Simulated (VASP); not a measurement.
# CaO (Lime) (Fm-3m) in VASP: notebook

CaO (Lime) is run at these levels: PBE, r2SCAN; tasks: single point.

Everything below comes from runs of VASP 6.6.1. Logs are shortened: lines on timing, memory, paths and dates and some standing lists are left out, and cuts for length are marked.

### Step 1. The cell of the first run

The structure is cubic, space group Fm-3m (No. 225). Conventional cell: a = 5.035 Å, b = 5.035 Å, c = 5.035 Å, α = 90.00°, β = 90.00°, γ = 90.00°. Ca (site symmetry m-3m) has 6 O at 2.52 Å within 3.3 Å. O (site symmetry m-3m) has 6 Ca at 2.52 Å within 3.3 Å.

### Step 2. Single point, PBE (strain +5.0%)

Contents of INCAR:

```
ALGO = Normal ; EDIFF = 1E-6
ENCUT = 520 ; GGA = PE
ISIF = 2 ; ISMEAR = -1
LASPH = True ; LCHARG = True
LELF = True ; LREAL = False
LVHAR = True ; LWAVE = False
NBANDS = 15 ; NELM = 100
PREC = Accurate ; SIGMA = 0.02
```

Contents of KPOINTS:

```
k-points
0
Gamma
  10 10 10
```

Contents of POSCAR:

```
CaO
1.0
    0.0000000000      2.5174247605      2.5174247605
    2.5174247605      0.0000000000      2.5174247605
    2.5174247605      2.5174247605      0.0000000000
Ca O
1 1
Direct
    0.0000000000      0.0000000000      0.0000000000
    0.5000000000      0.5000000000      0.5000000000
```

Potentials or basis: VASP PAW PBE potentials, release 64 (Ca_sv, O).

Run with:

```
cat potpaw_PBE.64/Ca_sv/POTCAR potpaw_PBE.64/O/POTCAR > POTCAR
mpirun -np 1 vasp_std > vasp.out
```

OUTCAR:

```text
EDIFF = 1E-6
   ENCUT = 520
   GGA = PE
   ISIF = 2
   ISMEAR = -1
   LASPH = True
   LREAL = False
   NELM = 100
   PREC = Accurate

 ion  position               nearest neighbor table
   1  0.000  0.000  0.000-   2 2.52   2 2.52   2 2.52   2 2.52   2 2.52   2 2.52
   2  0.500  0.500  0.500-   1 2.52   1 2.52   1 2.52   1 2.52   1 2.52   1 2.52

  LATTYP: Found a face centered cubic cell.
 ALAT       =     5.0348495210

  Lattice vectors:

 A1 = (   0.0000000000,   2.5174247605,   2.5174247605)
 A2 = (   2.5174247605,   0.0000000000,   2.5174247605)
 A3 = (   2.5174247605,   2.5174247605,   0.0000000000)

Analysis of symmetry for initial positions (statically):
=====================================================================
 Subroutine PRICEL returns:
 Original cell was already a primitive cell.

 Routine SETGRP: Setting up the symmetry group for a
 face centered cubic supercell.

 Subroutine GETGRP returns: Found 48 space group operations
 (whereof 48 operations were pure point group operations)
 out of a pool of 48 trial point group operations.

The static configuration has the point symmetry O_h .

Analysis of symmetry for dynamics (positions and initial velocities):
=====================================================================
 Subroutine PRICEL returns:
 Original cell was already a primitive cell.

 Routine SETGRP: Setting up the symmetry group for a
 face centered cubic supercell.

 Subroutine GETGRP returns: Found 48 space group operations
 (whereof 48 operations were pure point group operations)
 out of a pool of 48 trial point group operations.

The dynamic configuration has the point symmetry O_h .

 Subroutine INISYM returns: Found 48 space group operations
 (whereof 48 operations are pure point group operations),
 and found     1 'primitive' translations

----------------------------------------------------------------------------------------

                                     Primitive cell

  volume of cell :      31.9080

  direct lattice vectors                    reciprocal lattice vectors
     0.000000000  2.517424760  2.517424760    -0.198615668  0.198615668  0.198615668
     2.517424760  0.000000000  2.517424760     0.198615668 -0.198615668  0.198615668
     2.517424760  2.517424760  0.000000000     0.198615668  0.198615668 -0.198615668

  length of vectors
[... 84 lines left out ...]
   EDIFFG = 0.1E-04   stopping-criterion for IOM
   NSW    =      0    number of steps for IOM
   IBRION =     -1    ionic relax: 0-MD 1-quasi-New 2-CG
   NFREE  =      0    steps in history (QN), initial steepest desc. (CG)
   ISIF   =      2    stress and relaxation
   ISYM   =      2    0-nonsym 1-usesym 2-fastsym
   POTIM  = 0.5000    time-step for ionic-motion
   TEBEG  =    0.0;   TEEND  =   0.0 temperature during run
   PSTRESS=    0.0 pullay stress
   NELECT =      16.0000    total number of electrons
   NUPDOWN=      -1.0000    fix difference up-down
   EMIN   =  10.00;   EMAX   =-10.00  energy-range for DOS
   EFERMI =   0.00;   METHOD = LEGACY
   ISMEAR =    -1;   SIGMA  =   0.02  broadening in eV -4-tet -1-fermi 0-gaus
   EFERMI_NEDOS =   21; number of points for ismear=-14 and -15
   IALGO  =     38    algorithm
   IMIX   =      4    mixing-type and parameters
     AMIX     =   0.40;   BMIX     =  1.00
     AMIX_MAG =   1.60;   BMIX_MAG =  1.00
  volume/ion in A,a.u.               =      15.95       107.66
  Fermi-wavevector in a.u.,A,eV,Ry     =   1.300614  2.457804 23.015561  1.691596
  Thomas-Fermi vector in A             =   2.431801
   LORBIT       =      0    0 simple, 1 ext, 2 COOP (PROOUT), +10 PAW based schemes
   GGA     = PE    functional components
   LHFCALC =     F    Hartree Fock is set to
   AEXX    =    0.0000 exact exchange contribution
   IVDW    =     0    specifies the selected vdW correction
   LEPSILON=     F    determine dielectric tensor
   LRPA    =     F    only Hartree local field effects (RPA)
 non-spin polarized calculation
  energy-cutoff  :      520.00
  volume of cell :       31.91
 maximum number of plane-waves:       889
   NGX = 13   NGY = 13   NGZ = 13

 number of electron      15.9999998 magnetization

 Free energy of the ion-electron system (eV)
  ---------------------------------------------------
  ext. energy  EPLUGINS =         0.00000000
  ---------------------------------------------------
  free energy    TOTEN  =       -12.68897300 eV

  energy without entropy =      -12.68897300  energy(sigma->0) =      -12.68897300

 E-fermi :   2.0849     XC(G=0):  -9.8174

 val. band max:        1.6193416330   @ k =   0.0000   0.0000   0.0000
 cond. band min:       5.2494069450   @ k =   0.5000   0.5000   0.0000
 fundamental gap:      3.6300653120
 Fermi energy:         2.0848849851

 k-point     1 :       0.0000    0.0000    0.0000
  band No.  band energies     occupation
      1     -36.6200      2.00000
      2     -17.4596      2.00000
      3     -17.4596      2.00000
      4     -17.4596      2.00000
      5     -13.6549      2.00000
      6       1.6193      2.00000
      7       1.6193      2.00000
      8       1.6193      2.00000
      9       5.2931      0.00000
     10       7.4754      0.00000
     11       7.4754      0.00000
     12       7.4754      0.00000
     13       8.7514      0.00000
     14       8.7514      0.00000
[... 401 lines left out ...]
      2     -17.8261      2.00000
      3     -17.5818      2.00000
      4     -17.5664      2.00000
      5     -13.3056      2.00000
      6       0.0674      2.00000
      7       1.1054      2.00000
      8       1.1954      2.00000
      9       5.8218      0.00000
     10       8.2434      0.00000
     11       9.6051      0.00000
     12       9.6355      0.00000
     13       9.7820      0.00000
     14      11.1845      0.00000
     15      15.3738      0.00000

 [... further k-points ...]
[... 5 lines left out ...]
  --------------------------------------------------------------------------------------
  -------------------------------------------------------------------------------------
  Total       -1.9284553     -1.9284553     -1.9284553      0.0000000      0.0000000     -0.0000000
  in kB      -96.8323910    -96.8323910    -96.8323910      0.0000000      0.0000000     -0.0000000
  external PRESSURE =     -96.8323910 kB  Pullay stress =       0.0000000 kB

 VOLUME and BASIS-vectors are now :
 -----------------------------------------------------------------------------
  energy-cutoff  :      520.00
  volume of cell :       31.91
      direct lattice vectors                 reciprocal lattice vectors
     0.000000000  2.517424760  2.517424760    -0.198615668  0.198615668  0.198615668
     2.517424760  0.000000000  2.517424760     0.198615668 -0.198615668  0.198615668
     2.517424760  2.517424760  0.000000000     0.198615668  0.198615668 -0.198615668

 POSITION                                       TOTAL-FORCE (eV/Angst)
 -----------------------------------------------------------------------------------
      0.00000      0.00000      0.00000         0.000000      0.000000      0.000000
      2.51742      2.51742      2.51742        -0.000000     -0.000000     -0.000000
 -----------------------------------------------------------------------------------
    total drift:                                0.000000      0.000000      0.000000

  FREE ENERGIE OF THE ION-ELECTRON SYSTEM (eV)
  ---------------------------------------------------
  free  energy   TOTEN  =       -12.6889729988 eV

  energy  without entropy=      -12.6889729988  energy(sigma->0) =      -12.68897300
```

OSZICAR:

```text
N       E                     dE             d eps       ncg     rms          rms(c)
DAV:   1     0.123396232759E+03    0.12340E+03   -0.82871E+03  1410   0.106E+03
DAV:   2    -0.888596311283E+01   -0.13228E+03   -0.12393E+03  1795   0.280E+02
DAV:   3    -0.142712411154E+02   -0.53853E+01   -0.53529E+01  1718   0.593E+01
DAV:   4    -0.144232356489E+02   -0.15199E+00   -0.15188E+00  2056   0.871E+00
DAV:   5    -0.144239730322E+02   -0.73738E-03   -0.73737E-03  1670   0.648E-01    0.862E+00
DAV:   6    -0.128099903659E+02    0.16140E+01   -0.58576E+00  1529   0.214E+01    0.408E+00
DAV:   7    -0.126930621289E+02    0.11693E+00   -0.47294E-01  1543   0.662E+00    0.186E+00
DAV:   8    -0.126889847561E+02    0.40774E-02   -0.82465E-02  1788   0.311E+00    0.377E-01
DAV:   9    -0.126881831684E+02    0.80159E-03   -0.37566E-03  1480   0.514E-01    0.123E-01
DAV:  10    -0.126890062929E+02   -0.82312E-03   -0.92914E-04  1683   0.265E-01    0.719E-02
DAV:  11    -0.126889723059E+02    0.33987E-04   -0.57916E-05  1806   0.915E-02    0.790E-03
DAV:  12    -0.126889729588E+02   -0.65281E-06   -0.12046E-05  1550   0.329E-02    0.679E-03
DAV:  13    -0.126889729988E+02   -0.39997E-07   -0.68272E-07  1343   0.104E-02
   1 F= -.12688973E+02 E0= -.12688973E+02  d E =-.262081E-12
```

stdout:

```text
POSCAR found type information on POSCAR CaO
 POSCAR found :  2 types and       2 ions
 scaLAPACK will be used
 LDA part: xc-table for (Slater+PW92), standard interpolation
 POSCAR, INCAR and KPOINTS ok, starting setup
 FFT: planning ... GRIDC
 FFT: planning ... GRID_SOFT
 FFT: planning ... GRID
 WAVECAR not read
 entering main loop
```

Wall time 51 s (1 thread of Intel Xeon 8259CL, shared host); peak memory 0.17 GiB.

What came out:

```yaml
Free_energy: -12.6890 eV
Pressure: -9.7 GPa
Band_gap_on_the_k_mesh: 3.63 eV, indirect (least direct gap 3.67 eV)
```

Levels at points of the mesh, in eV from the valence-band top:
```tsv
k point	band 6	band 7	band 8	band 9	band 10	band 11
(0.00, 0.00, 0.00)	0.00	0.00	0.00	3.67	5.86	5.86
(0.50, 0.00, 0.00)	-2.33	-0.96	-0.96	6.40	7.48	7.60
(0.50, 0.50, 0.00)	-1.32	-0.39	-0.39	3.63	7.06	8.10
```

Caveat: the cell differs from its parent crystal (strain +5.0%). A k mesh can miss the band edges.

### Step 3. Single point, r2SCAN

This run uses another cell than the first one, of 13.78 Å³/atom, 0.864 times its volume.

Contents of POSCAR:

```
CaO
1.0
    0.0000000000      2.3975473909      2.3975473909
    2.3975473909      0.0000000000      2.3975473909
    2.3975473909      2.3975473909      0.0000000000
Ca O
1 1
Direct
    0.0000000000      0.0000000000      0.0000000000
    0.5000000000      0.5000000000      0.5000000000
```

Contents of INCAR.step1:

```
SYSTEM = CaO
ALGO = Normal ; EDIFF = 1E-4
ENCUT = 520 ; GGA = PE
ISMEAR = 0 ; LASPH = .True.
LCHARG = .False. ; LREAL = .False.
LWAVE = .True. ; NBANDS = 15
NELM = 80 ; PREC = Accurate
SIGMA = 0.01
```

Contents of INCAR.step2:

```
SYSTEM = CaO
ALGO = Normal ; EDIFF = 1E-7
ENCUT = 520 ; ISIF = 2
ISMEAR = 0 ; ISTART = 1
LASPH = .True. ; LCHARG = .False.
LMIXTAU = .True. ; LREAL = .False.
LWAVE = .False. ; METAGGA = R2SCAN
NBANDS = 15 ; NELM = 80
PREC = Accurate ; SIGMA = 0.01
```

Contents of KPOINTS:

```
k-points
0
Gamma
  10 10 10
  0 0 0
```

Potentials or basis: VASP PAW PBE potentials, release 64 (Ca_sv, O).

Run with:

```
cat potpaw_PBE.64/Ca_sv/POTCAR potpaw_PBE.64/O/POTCAR > POTCAR
cp INCAR.step1 INCAR
mpirun -np 1 vasp_std > vasp.out
cp INCAR.step2 INCAR
mpirun -np 1 vasp_std > vasp.out
```

Run time: 3.4 min. Hardware: 1 thread of Intel Xeon 8259CL, shared host; peak memory 0.18 GiB.

Results (log left out):

| Quantity | Value |
| --- | --- |
| Free energy | -19.4530 eV |
| Pressure | 1.1 GPa |
| Band gap on the k mesh | 4.19 eV, indirect (least direct gap 4.56 eV) |

Levels at points of the mesh, in eV from the valence-band top:
```tsv
k point	band 4	band 5	band 6	band 7	band 8	band 9	band 10	band 11	band 12	band 13
(0.00, 0.00, 0.00)	-18.91	-16.49	0.00	0.00	0.00	5.49	6.87	6.87	6.87	8.48
(0.50, 0.00, 0.00)	-18.96	-15.18	-2.62	-1.21	-1.21	7.73	9.09	9.09	9.27	11.25
(0.50, 0.50, 0.00)	-19.14	-16.27	-1.29	-0.37	-0.37	4.19	8.82	9.67	10.28	10.28
```

Caveat: the PAW data sets were made with another functional, which shifts forces and pressure a little.
